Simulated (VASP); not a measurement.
# Pt (P6_3/mmc) in VASP: relaxation of cell and atoms with LDA

Aim: the relaxation of cell and atoms of Pt with LDA.

All numbers are computed with VASP 6.6.1; they aren't measurements. Logs are shortened: lines on timing, memory, paths and dates and some standing lists are left out, and cuts for length are marked.

## (1) The cell of the first run

The structure is hexagonal, space group P6_3/mmc (No. 194). The conventional cell has a = 2.761 Å, b = 2.761 Å, c = 4.792 Å, α = 90.00°, β = 90.00°, γ = 120.00°. Within 3.6 Å of Pt (site symmetry -6m2) lie 12 Pt at 2.76 to 2.88 Å.

This isn't the form of Pt at room conditions, which is fcc.

## (2) Relaxation of cell and atoms, LDA

The input, INCAR:

```
PREC = Accurate
ENCUT = 570
EDIFF = 1E-7
ISMEAR = 1
SIGMA = 0.1
LREAL = F
LASPH = T
NELM = 120
ALGO = Normal
ISIF = 3
LWAVE = F
LCHARG = F
IBRION = 2
NSW = 80
EDIFFG = -0.05
GGA_COMPAT = F
NELMIN = 4
```

The input, KPOINTS:

```
Automatic mesh
0
Gamma
  14 14 7
```

The input, POSCAR:

```
Pt
1.0
    2.7606660000      0.0000000000      0.0000000000
   -1.3803330000      2.3908070000      0.0000000000
    0.0000000000      0.0000000000      4.7921340000
Pt
2
Direct
    0.6666666667      0.3333333333      0.7500000000
    0.3333333333      0.6666666667      0.2500000000
```

Potentials or basis: VASP PAW LDA potentials, release 64 (Pt_sv_GW).

Command:

```
$ cat potpaw_LDA.64/Pt_sv_GW/POTCAR > POTCAR
$ mpirun -np 1 vasp_std > vasp.out
```

OUTCAR:

```text
PREC = Accurate
   ENCUT = 570
   EDIFF = 1E-7
   ISMEAR = 1
   LREAL = F
   LASPH = T
   NELM = 120
   ISIF = 3
   IBRION = 2
   NSW = 80
   EDIFFG = -0.05
   NELMIN = 4

 ion  position               nearest neighbor table
   1  0.667  0.333  0.750-   2 2.88   2 2.88   2 2.88   2 2.88   2 2.88   2 2.88
   2  0.333  0.667  0.250-   1 2.88   1 2.88   1 2.88   1 2.88   1 2.88   1 2.88

  LATTYP: Found a hexagonal cell.
 ALAT       =     2.7606660000
 C/A-ratio  =     1.7358615638

  Lattice vectors:

 A1 = (   2.7606660000,   0.0000000000,   0.0000000000)
 A2 = (  -1.3803330000,   2.3908070000,   0.0000000000)
 A3 = (   0.0000000000,   0.0000000000,   4.7921340000)

Analysis of symmetry for initial positions (statically):
=====================================================================
 Subroutine PRICEL returns:
 Original cell was already a primitive cell.

 Routine SETGRP: Setting up the symmetry group for a
 hexagonal supercell.

 Subroutine GETGRP returns: Found 24 space group operations
 (whereof 12 operations were pure point group operations)
 out of a pool of 24 trial point group operations.

The static configuration has the point symmetry D_3d.
 The point group associated with its full space group is D_6h.

Analysis of symmetry for dynamics (positions and initial velocities):
=====================================================================
 Subroutine PRICEL returns:
 Original cell was already a primitive cell.

 Routine SETGRP: Setting up the symmetry group for a
 hexagonal supercell.

 Subroutine GETGRP returns: Found 24 space group operations
 (whereof 12 operations were pure point group operations)
 out of a pool of 24 trial point group operations.

The dynamic configuration has the point symmetry D_3d.
 The point group associated with its full space group is D_6h.

 Subroutine INISYM returns: Found 24 space group operations
 (whereof 12 operations are pure point group operations),
 and found     1 'primitive' translations

----------------------------------------------------------------------------------------

                                     Primitive cell

  volume of cell :      31.6291

  direct lattice vectors                    reciprocal lattice vectors
     2.760666000  0.000000000  0.000000000     0.362231433  0.209134405  0.000000000
    -1.380333000  2.390807000  0.000000000     0.000000000  0.418268810  0.000000000
     0.000000000  0.000000000  4.792134000     0.000000000  0.000000000  0.208675300

  length of vectors
[... 66 lines left out ...]
   total plane-waves  NPLWV =  23040
   dimension x,y,z NGX =    24 NGY =   24 NGZ =   40
   dimension x,y,z NGXF=    48 NGYF=   48 NGZF=   80
   ions per type =               2
   NGX,Y,Z   is equivalent  to a cutoff of  14.45, 14.45, 13.88 a.u.
   NGXF,Y,Z  is equivalent  to a cutoff of  28.91, 28.91, 27.75 a.u.
 SYSTEM =  unknown system
   PREC   = accura    normal or accurate (medium, high low for compatibility)
   ISTART =      0    job   : 0-new  1-cont  2-samecut
   ICHARG =      2    charge: 1-file 2-atom 10-const
   ISPIN  =      1    spin polarized calculation?
   LNONCOLLINEAR =      F non collinear calculations
   LSORBIT =      F    spin-orbit coupling
   LASPH  =      T    aspherical Exc in radial PAW
   ENCUT  =  570.0 eV  41.89 Ry    6.47 a.u.   5.37  5.37  9.33*2*pi/ulx,y,z
   NELM   =    120;   NELMIN=  4; NELMDL= -5     # of ELM steps
   EDIFF  = 0.1E-06   stopping-criterion for ELM
   LREAL  =      F    real-space projection
   EDIFFG = -.5E-01   stopping-criterion for IOM
   NSW    =     80    number of steps for IOM
   IBRION =      2    ionic relax: 0-MD 1-quasi-New 2-CG
   NFREE  =      1    steps in history (QN), initial steepest desc. (CG)
   ISIF   =      3    stress and relaxation
   ISYM   =      2    0-nonsym 1-usesym 2-fastsym
   POTIM  = 0.5000    time-step for ionic-motion
   TEBEG  =    0.0;   TEEND  =   0.0 temperature during run
   PSTRESS=    0.0 pullay stress
   NELECT =      36.0000    total number of electrons
   NUPDOWN=      -1.0000    fix difference up-down
   EMIN   =  10.00;   EMAX   =-10.00  energy-range for DOS
   EFERMI =   0.00;   METHOD = LEGACY
   ISMEAR =     1;   SIGMA  =   0.10  broadening in eV -4-tet -1-fermi 0-gaus
   EFERMI_NEDOS =   21; number of points for ismear=-14 and -15
   IALGO  =     38    algorithm
   IMIX   =      4    mixing-type and parameters
     AMIX     =   0.40;   BMIX     =  1.00
     AMIX_MAG =   1.60;   BMIX_MAG =  1.00
  volume/ion in A,a.u.               =      15.81       106.72
  Fermi-wavevector in a.u.,A,eV,Ry     =   1.709280  3.230071 39.751301  2.921638
  Thomas-Fermi vector in A             =   2.787793
   LORBIT       =      0    0 simple, 1 ext, 2 COOP (PROOUT), +10 PAW based schemes
   GGA     = CA    functional components
   LHFCALC =     F    Hartree Fock is set to
   AEXX    =    0.0000 exact exchange contribution
   IVDW    =     0    specifies the selected vdW correction
   LEPSILON=     F    determine dielectric tensor
   LRPA    =     F    only Hartree local field effects (RPA)
 conjugate gradient relaxation of ions
 non-spin polarized calculation
 Methfessel and Paxton  Order N= 1 SIGMA  =   0.10
  energy-cutoff  :      570.00
  volume of cell :       31.63
 maximum number of plane-waves:      1002
 NGX is ok and might be reduce to    24
   NGX = 11   NGY = 11   NGZ = 19

--------------------------------------- Ionic step        1  -------------------------------------------

 number of electron      36.0000000 magnetization

 Free energy of the ion-electron system (eV)
  ---------------------------------------------------
  ext. energy  EPLUGINS =         0.00000000
  ---------------------------------------------------
  free energy    TOTEN  =       -14.43513098 eV

  energy without entropy =      -14.43491916  energy(sigma->0) =      -14.43506037

 E-fermi :   9.5640     XC(G=0): -14.0642

 val. band max:        9.5637582270   @ k =   0.2143   0.1429   0.2857
 cond. band min:       9.5681271355   @ k =   0.4286   0.0714   0.2857
 fundamental gap:      0.0043689085
 Fermi energy:         9.5640080057

 k-point     1 :       0.0000    0.0000    0.0000
  band No.  band energies     occupation
      1     -88.5027      2.00000
      2     -88.4829      2.00000
      3     -42.9685      2.00000
      4     -42.7756      2.00000
      5     -42.7756      2.00000
      6     -42.7357      2.00000
[... 770 lines left out ...]
--------------------------------------- Ionic step        6  -------------------------------------------

 number of electron      36.0000001 magnetization

 Free energy of the ion-electron system (eV)
  ---------------------------------------------------
  ext. energy  EPLUGINS =         0.00000000
  ---------------------------------------------------
  free energy    TOTEN  =       -14.54199161 eV

  energy without entropy =      -14.54178960  energy(sigma->0) =      -14.54192428

 E-fermi :  10.7309     XC(G=0): -14.4757

 val. band max:       10.7280664802   @ k =   0.4286   0.0714   0.2857
 cond. band min:      10.7311838309   @ k =   0.3571   0.0000   0.1429
 fundamental gap:      0.0031173506
 Fermi energy:        10.7309408127

 k-point     1 :       0.0000    0.0000    0.0000
  band No.  band energies     occupation
      1     -87.5690      2.00000
      2     -87.5406      2.00000
      3     -42.1059      2.00000
      4     -41.8084      2.00000
      5     -41.8084      2.00000
      6     -41.7550      2.00000
[... 620 lines left out ...]
  FREE ENERGIE OF THE ION-ELECTRON SYSTEM (eV)
  ---------------------------------------------------
  free  energy   TOTEN  =       -14.5419916133 eV

  energy  without entropy=      -14.5417896022  energy(sigma->0) =      -14.54192428

 reached required accuracy - stopping structural energy minimisation
```

OSZICAR:

```text
N       E                     dE             d eps       ncg     rms          rms(c)
DAV:   1     0.454391821564E+03    0.45439E+03   -0.28896E+04  4712   0.194E+03
[... 61 lines left out ...]
DAV:   1    -0.145779713787E+02   -0.37262E-01   -0.17616E+00  4266   0.148E+01    0.205E+00
DAV:   2    -0.145475870589E+02    0.30384E-01   -0.10858E-01  4506   0.337E+00    0.566E-01
DAV:   3    -0.145422439683E+02    0.53431E-02   -0.10203E-02  5116   0.942E-01    0.291E-01
DAV:   4    -0.145419987991E+02    0.24517E-03   -0.71920E-04  4872   0.262E-01    0.818E-02
DAV:   5    -0.145419929578E+02    0.58413E-05   -0.17714E-05  4824   0.422E-02    0.545E-02
DAV:   6    -0.145419923470E+02    0.61081E-06   -0.69096E-07  4962   0.775E-03    0.385E-02
DAV:   7    -0.145419916091E+02    0.73787E-06   -0.31094E-06  4800   0.165E-02    0.810E-03
DAV:   8    -0.145419916133E+02   -0.41427E-08   -0.10177E-07  3182   0.305E-03
   6 F= -.14541992E+02 E0= -.14541924E+02  d E =-.128247E-02
```

Run time: 100 s. Hardware: 1 thread of Intel Xeon 6975P-C (Granite Rapids), shared host; peak memory 0.21 GiB.

What came out:

```
Free energy                           : -14.5420 eV
Relaxed volume                        : 14.84 Å³/atom
Relaxed cell                          : a = 2.711 Å, b = 2.711 Å, c = 4.663 Å, α = 90.00°, β = 90.00°, γ = 120.00°
Space group after relaxing (to 0.1 Å) : P6_3/mmc (No. 194)
Pressure after relaxing               : 0.1 GPa
Band gap on the k mesh                : zero (bands 18 and 19 overlap by 1.34 eV)
```

Final structure:
```cif
data_structure
_symmetry_space_group_name_H-M 'P 1'
_symmetry_Int_Tables_number 1
_cell_length_a 2.7107
_cell_length_b 2.7107
_cell_length_c 4.6630
_cell_angle_alpha 90.000
_cell_angle_beta 90.000
_cell_angle_gamma 120.000
_cell_volume 29.67
loop_
_atom_site_label
_atom_site_type_symbol
_atom_site_fract_x
_atom_site_fract_y
_atom_site_fract_z
_atom_site_occupancy
Pt1 Pt 0.66667 0.33333 0.75000 1
Pt2 Pt 0.33333 0.66667 0.25000 1
```

Levels at points of the mesh, in eV from the Fermi level:
| k point | band 14 | band 15 | band 16 | band 17 | band 18 | band 19 | band 20 | band 21 | band 22 |
| --- | --- | --- | --- | --- | --- | --- | --- | --- | --- |
| (0.00, 0.00, 0.00) | -3.34 | -3.34 | -2.04 | -2.04 | -0.88 | -0.23 | -0.23 | 5.23 | 15.02 |
| (0.50, 0.00, 0.00) | -3.21 | -2.91 | 0.07 | 0.31 | 0.55 | 2.40 | 3.97 | 7.64 | 9.24 |

Caveat: spin-orbit coupling is left out, which moves the levels of the heavy elements.
